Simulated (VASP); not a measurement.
Input of a VASP 6.6.1 run:

The input INCAR:

```
PREC = Accurate
ENCUT = 520
EDIFF = 1E-7
ISMEAR = 0
SIGMA = 0.1
LREAL = False
LASPH = True
NELM = 150
ALGO = Normal
ISIF = 2
LWAVE = False
LCHARG = False
ISPIN = 2
MAGMOM = 0 0 0 1 1
LORBIT = 11
LMAXMIX = 4
GGA = PE
NBANDS = 47
```

File KPOINTS:

```
regular mesh
0
Gamma
  4 4 4
```

POSCAR

```
Ge3MoRu
1.0
    4.6824232459      0.0000000000      0.0000000000
    0.0000000000      4.6824232459      0.0000000000
    0.0000000000      0.0000000000      4.6824232459
Ge Mo Ru
3 1 1
Direct
    0.5000000000      0.0000000000      0.5000000000
    0.0000000000      0.5000000000      0.5000000000
    0.5000000000      0.5000000000      0.0000000000
    0.0000000000      0.0000000000      0.0000000000
    0.5000000000      0.5000000000      0.5000000000
```

Potentials or basis: VASP PAW PBE potentials, release 64 (Ge_d, Mo_sv, Ru_pv).

Run with:

```sh
$ cat potpaw_PBE.64/Ge_d/POTCAR potpaw_PBE.64/Mo_sv/POTCAR potpaw_PBE.64/Ru_pv/POTCAR > POTCAR
$ mpirun -np 1 vasp_std > vasp.out
```

**Question.** Estimate the pressure.

**Answer.** 4.2 GPa.

**Question.** Predict the net moment.

**Answer.** 4.06 μB per cell.
